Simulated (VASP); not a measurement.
# CrB3S2 (P6/mmm) in VASP: further runs, part 2 of 2

VASP 6.6.1. Earlier steps stand in the parts before.

## (4) Single point, PBE

This run uses another cell than the first one, of 17.94 Å³/atom.

Contents of INCAR:

```
SYSTEM = CrB3S2
ALGO     = Normal         ! electronic algorithm
EDIFF    = 1E-6           ! SCF threshold, eV
ENCUT    = 520            ! plane-wave cutoff, eV
GGA      = PE             ! functional
ISIF     = 2              ! what is computed and relaxed
ISMEAR   = 0              ! smearing method
LASPH    = .TRUE.         ! aspherical terms in the spheres
LCHARG   = .FALSE.        ! write CHGCAR
LREAL    = .FALSE.        ! projectors in reciprocal space
LWAVE    = .FALSE.        ! write WAVECAR
NBANDS   = 26             ! bands
NELM     = 80             ! most SCF steps
PREC     = Accurate       ! precision mode
SIGMA    = 0.1            ! smearing width, eV
```

Contents of KPOINTS:

```
k-points
0
G
  12 12 6
  0 0 0
```

Contents of POSCAR:

```
CrB3S2
1.0
    4.1595284439      0.0000000000      0.0000000000
   -2.0797642220      3.6022573002      0.0000000000
    0.0000000000      0.0000000000      7.1852637020
Cr B S
1 3 2
Direct
    0.0000000000      0.0000000000      0.5000000000
    0.0000000000      0.0000000000      0.0000000000
    0.0000000000      0.0000000000      0.7802785713
    0.0000000000      0.0000000000      0.2197214287
    0.3333333333      0.6666666667      0.5000000000
    0.6666666667      0.3333333333      0.5000000000
```

Potentials or basis: VASP PAW PBE potentials, release 64 (Cr_pv, B, S).

Started as:

```console
cat potpaw_PBE.64/Cr_pv/POTCAR potpaw_PBE.64/B/POTCAR potpaw_PBE.64/S/POTCAR > POTCAR
mpirun -np 1 vasp_std > vasp.out
```

OUTCAR:

```text
SYSTEM = CrB3S2
   EDIFF = 1E-6
   ENCUT = 520
   GGA = PE
   ISIF = 2
   ISMEAR = 0
   LASPH = .TRUE.
   LREAL = .FALSE.
   NELM = 80
   PREC = Accurate

 ion  position               nearest neighbor table
   1  0.000  0.000  0.500-   3 2.01   4 2.01   5 2.40   6 2.40   6 2.40   5 2.40   6 2.40   5 2.40

   2  0.000  0.000  0.000-   3 1.58   4 1.58
   3  0.000  0.000  0.780-   2 1.58   1 2.01
   4  0.000  0.000  0.220-   2 1.58   1 2.01
   5  0.333  0.667  0.500-   6 2.40   6 2.40   1 2.40   1 2.40   1 2.40   6 2.40
   6  0.667  0.333  0.500-   5 2.40   5 2.40   1 2.40   1 2.40   1 2.40   5 2.40

  LATTYP: Found a hexagonal cell.
 ALAT       =     4.1595284439
 C/A-ratio  =     1.7274226631

  Lattice vectors:

 A1 = (   4.1595284439,   0.0000000000,   0.0000000000)
 A2 = (  -2.0797642220,   3.6022573002,   0.0000000000)
 A3 = (   0.0000000000,   0.0000000000,   7.1852637020)

Analysis of symmetry for initial positions (statically):
[... 177 lines left out ...]
  ---------------------------------------------------
  free energy    TOTEN  =       -30.80734007 eV

  energy without entropy =      -30.79108269  energy(sigma->0) =      -30.79921138

 E-fermi :   2.5202     XC(G=0):  -8.8888

 val. band max:        2.5183894648   @ k =   0.4167   0.0833   0.0000
 cond. band min:       2.5425626903   @ k =   0.1667   0.0000   0.0000
 fundamental gap:      0.0241732255
 Fermi energy:         2.5202294421

 k-point     1 :       0.0000    0.0000    0.0000
  band No.  band energies     occupation
      1     -40.7557      2.00000
      2     -40.7557      2.00000
      3     -40.6185      2.00000
      4     -13.7905      2.00000
      5      -7.0723      2.00000
      6      -5.6264      2.00000
[... 685 lines left out ...]
     25       8.6176      0.00000
     26       9.2475      0.00000

 [... further k-points ...]
[... 5 lines left out ...]
  --------------------------------------------------------------------------------------
  -------------------------------------------------------------------------------------
  Total       -0.0921244     -0.0921244     -0.0905674      0.0000000      0.0000000     -0.0000000
  in kB       -1.3709568     -1.3709568     -1.3477865      0.0000000      0.0000000     -0.0000000
  external PRESSURE =      -1.3632334 kB  Pullay stress =       0.0000000 kB

 VOLUME and BASIS-vectors are now :
 -----------------------------------------------------------------------------
  energy-cutoff  :      520.00
  volume of cell :      107.66
      direct lattice vectors                 reciprocal lattice vectors
     4.159528444  0.000000000  0.000000000     0.240411867  0.138801856  0.000000000
    -2.079764222  3.602257300  0.000000000     0.000000000  0.277603713  0.000000000
     0.000000000  0.000000000  7.185263702     0.000000000  0.000000000  0.139173737

 POSITION                                       TOTAL-FORCE (eV/Angst)
 -----------------------------------------------------------------------------------
      0.00000      0.00000      3.59263         0.000000      0.000000      0.000000
      0.00000      0.00000      0.00000         0.000000      0.000000      0.000000
      0.00000      0.00000      5.60651         0.000000     -0.000000     -0.016665
      0.00000      0.00000      1.57876         0.000000      0.000000      0.016665
     -0.00000      2.40150      3.59263         0.000000      0.000000      0.000000
      2.07976      1.20075      3.59263        -0.000000      0.000000     -0.000000
 -----------------------------------------------------------------------------------
    total drift:                                0.000000     -0.000000      0.000000

  FREE ENERGIE OF THE ION-ELECTRON SYSTEM (eV)
  ---------------------------------------------------
  free  energy   TOTEN  =       -30.8073400745 eV

  energy  without entropy=      -30.7910826864  energy(sigma->0) =      -30.79921138
```

Run time: 3.4 min. Hardware: 1 thread of Intel Xeon Platinum 8488C (Sapphire Rapids), shared host; peak memory 0.34 GiB.

What came out:

- Free energy: -30.8073 eV
- Pressure: -0.1 GPa
- Largest force: 0.017 eV/Å
- Band gap on the k mesh: zero (an odd number of electrons rules out a gap without spin polarisation)

Forces in eV/Å, atoms in the order of the input:
```
Cr   0.000  0.000  0.000
B    0.000  0.000  0.000
B    0.000  0.000 -0.017
B    0.000  0.000  0.017
S    0.000  0.000  0.000
S    0.000  0.000  0.000
```

Caveat: the run has no spin polarisation, though such a crystal can be magnetic.

## (5) Single point, PBE, collinear spin, ferromagnetic start

Contents of INCAR:

```
SYSTEM = CrB3S2
PREC = Accurate
ENCUT = 520
EDIFF = 1E-7
ISMEAR = 0
SIGMA = 0.1
LREAL = .FALSE.
LASPH = .TRUE.
NELM = 150
ALGO = Normal
ISIF = 2
LWAVE = .FALSE.
LCHARG = .FALSE.
ISPIN = 2
MAGMOM = 3 0 0 0 0 0
LORBIT = 11
LMAXMIX = 4
GGA = PE
NBANDS = 30
```

Contents of KPOINTS:

```
regular mesh
0
G
  6 6 2
  0 0 0
```

Contents of POSCAR:

```
CrB3S2
1.0
    4.1688816521      0.0000000000      0.0000000000
   -2.0844408261      3.6103574161      0.0000000000
    0.0000000000      0.0000000000      7.1773073501
Cr B S
1 3 2
Direct
    0.0000000000      0.0000000000      0.5000000000
    0.0000000000      0.0000000000      0.0000000000
    0.0000000000      0.0000000000      0.7803332799
    0.0000000000      0.0000000000      0.2196667201
    0.3333333333      0.6666666667      0.5000000000
    0.6666666667      0.3333333333      0.5000000000
```

Started as:

```console
cat potpaw_PBE.64/Cr_pv/POTCAR potpaw_PBE.64/B/POTCAR potpaw_PBE.64/S/POTCAR > POTCAR
mpirun -np 1 vasp_std > vasp.out
```

Wall time 2.7 min (1 thread of Intel Xeon Platinum 8488C (Sapphire Rapids), shared host); peak memory 0.29 GiB.

Results (log left out):

```
Free energy                                           : -30.7291 eV
Pressure                                              : 0.1 GPa
Largest force                                         : 0.023 eV/Å
Net moment                                            : 0.00 μB per cell
Valence electrons inside the program's atomic spheres : Cr 11.07; B 1.88, 1.72 (each value once); S 3.60
```

Forces on the atoms (eV/Å):
```
Cr   0.000  0.000  0.000
B    0.000  0.000  0.000
B    0.000  0.000 -0.023
B    0.000  0.000  0.023
S    0.000  0.000  0.000
S    0.000  0.000  0.000
```

Stress tensor (GPa, compression positive):
```
 0.22  0.00  0.00
 0.00  0.22  0.00
 0.00  0.00 -0.13
```

Levels at points of the mesh, in eV from the Fermi level:
Spin up:
```
           k point  band 12  band 13  band 14  band 15  band 16  band 17  band 18  band 19  band 20  band 21
(0.00, 0.00, 0.00)    -1.77    -1.77    -1.02    -1.02     0.30     0.73     0.73     0.96     1.96     1.96
(0.50, 0.00, 0.00)    -2.28    -2.10    -1.30    -1.28    -0.02     0.06     0.55     0.91     0.98     2.92
(0.00, 0.00, 0.50)    -1.68    -1.68    -1.25    -1.25     0.30     0.40     1.12     1.12     1.96     1.96
(0.50, 0.00, 0.50)    -2.80    -2.10    -1.56    -0.47    -0.46     0.55     0.84     0.87     0.94     1.35
```
Spin down:
| k point | band 13 | band 14 | band 15 | band 16 | band 17 | band 18 | band 19 | band 20 |
| --- | --- | --- | --- | --- | --- | --- | --- | --- |
| (0.00, 0.00, 0.00) | -1.77 | -1.02 | -1.02 | 0.31 | 0.73 | 0.73 | 0.96 | 1.96 |
| (0.50, 0.00, 0.00) | -2.10 | -1.30 | -1.28 | -0.02 | 0.06 | 0.55 | 0.91 | 0.98 |
| (0.00, 0.00, 0.50) | -1.68 | -1.25 | -1.25 | 0.30 | 0.41 | 1.12 | 1.12 | 1.96 |
| (0.50, 0.00, 0.50) | -2.10 | -1.56 | -0.47 | -0.46 | 0.55 | 0.84 | 0.87 | 0.94 |

Caveat: the k points lie up to 0.44 Å⁻¹ apart.
